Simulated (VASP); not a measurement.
Here is a VASP 6.6.1 calculation.

INCAR

```
SYSTEM = GaN
PREC = Accurate
ENCUT = 520
EDIFF = 1E-6
ISMEAR = 0
SIGMA = 0.02
LREAL = .FALSE.
LASPH = .TRUE.
NELM = 100
ALGO = Normal
ISIF = 2
LWAVE = .FALSE.
LCHARG = .FALSE.
GGA = PE
NBANDS = 26
```

Contents of KPOINTS:

```
regular mesh
0
G
  12 12 6
  0 0 0
```

File POSCAR:

```
GaN
1.0
    3.1516453629      0.0000000000      0.0000000000
   -1.5758226815      2.7294049480      0.0000000000
    0.0000000000      0.0000000000      5.1383203668
Ga N
2 2
Direct
    0.6666666667      0.3333333333      0.4993009300
    0.3333333333      0.6666666667      0.9993009300
    0.6666666667      0.3333333333      0.8756990700
    0.3333333333      0.6666666667      0.3756990700
```

Potentials or basis: VASP PAW PBE potentials, release 64 (Ga_d, N).

Run with:

```console
$ cat potpaw_PBE.64/Ga_d/POTCAR potpaw_PBE.64/N/POTCAR > POTCAR
$ mpirun -np 1 vasp_std > vasp.out
```

Q: Estimate the band gap on the k mesh.

A: 2.13 eV.

Q: Predict the pressure.

A: 12.3 GPa.

Stress tensor (GPa, compression positive):
```
12.34  0.00  0.00
 0.00 12.34  0.00
 0.00  0.00 12.20
```

Caveat: the cell differs from its parent crystal (strained cell); the cell stands under pressure.
